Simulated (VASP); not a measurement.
Input of a VASP 6.6.1 run:

The input INCAR:

```
ALGO = Normal
EDIFF = 1E-6
EDIFFG = -0.005
ENCUT = 600
GGA = RP
IBRION = 2
ISIF = 3
ISMEAR = 0
LASPH = T
LCHARG = F
LREAL = F
LWAVE = F
NELM = 60
NSW = 80
PREC = Accurate
SIGMA = 0.05
```

The input KPOINTS:

```
k-points
0
Gamma
  8 8 8
```

POSCAR

```
Sb
1.0
    3.2015837161      0.0000000000      0.0000000000
    0.0000000000      3.2015837161      0.0000000000
    0.0000000000      0.0000000000      3.2015837161
Sb
1
Direct
    0.0000000000      0.0000000000      0.0000000000
```

Potentials or basis: VASP PAW PBE potentials, release 64 (Sb).

The run is started by

```console
$ cat potpaw_PBE.64/Sb/POTCAR > POTCAR
$ mpirun -np 1 vasp_std > vasp.out
```

Task: Estimate the space group after relaxing (to 0.05 Å).

Result: Pm-3m (No. 221).

Task: Estimate the relaxed cell.

Result: a = 3.137 Å, b = 3.137 Å, c = 3.137 Å, α = 90.00°, β = 90.00°, γ = 90.00°.

Step by step:
| step | energy change (eV) | largest force (eV/Å) | pressure (GPa) | volume (Å³) |
| --- | --- | --- | --- | --- |
| 1 | 0.0000 | 0.0000 | -2.83 | 32.82 |
| 2 | -0.0154 | 0.0000 | 1.35 | 30.14 |
| 3 | -0.0184 | 0.0000 | 0.01 | 30.86 |

Caveat: the cell differs from its parent crystal (volume scaled by 1.04); the PAW data sets were made with another functional, which shifts forces and pressure a little.
